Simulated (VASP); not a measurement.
Here is a VASP 6.6.1 calculation.

File INCAR:

```
SYSTEM = K3TaO3
ALGO = Normal
EDIFF = 1E-6
ENCUT = 700
GGA = PE
GGA_COMPAT = .FALSE.
ISIF = 2
ISMEAR = 0
LASPH = .TRUE.
LCHARG = .FALSE.
LREAL = .FALSE.
LWAVE = .FALSE.
NBANDS = 38
NELM = 120
PREC = Accurate
SIGMA = 0.15
```

File KPOINTS:

```
k-points
0
G
  2 2 2
  0 0 0
```

The input POSCAR:

```
K3TaO3
1.0
    3.9693517610      2.2917063077      3.4090328528
   -3.9693517610      2.2917063077      3.4090328528
    0.0000000000     -4.5834126155      3.4090328528
K Ta O
3 1 3
Direct
    0.7540945865      0.2694422909      0.7540945865
    0.7540945865      0.7540945865      0.2694422909
    0.2694422909      0.7540945865      0.7540945865
    0.2968414266      0.2968414266      0.2968414266
    0.4638461298      1.0666156099      0.4638461298
    0.4638461298      0.4638461298      1.0666156099
    1.0666156099      0.4638461298      0.4638461298
```

Potentials or basis: VASP PAW PBE potentials, release 64 (K_sv, Ta_sv_GW, O).

Command:

```console
$ cat potpaw_PBE.64/K_sv/POTCAR potpaw_PBE.64/Ta_sv_GW/POTCAR potpaw_PBE.64/O/POTCAR > POTCAR
$ mpirun -np 1 vasp_std > vasp.out
```

**Question.** Predict the pressure.

**Answer.** 0.5 GPa.

**Question.** Predict the largest force.

**Answer.** 0.149 eV/Å.

Stress tensor (GPa, compression positive):
```
 0.90  0.00  0.00
 0.00  0.90  0.00
 0.00  0.00 -0.28
```

Caveat: the k points lie up to 0.55 Å⁻¹ apart.
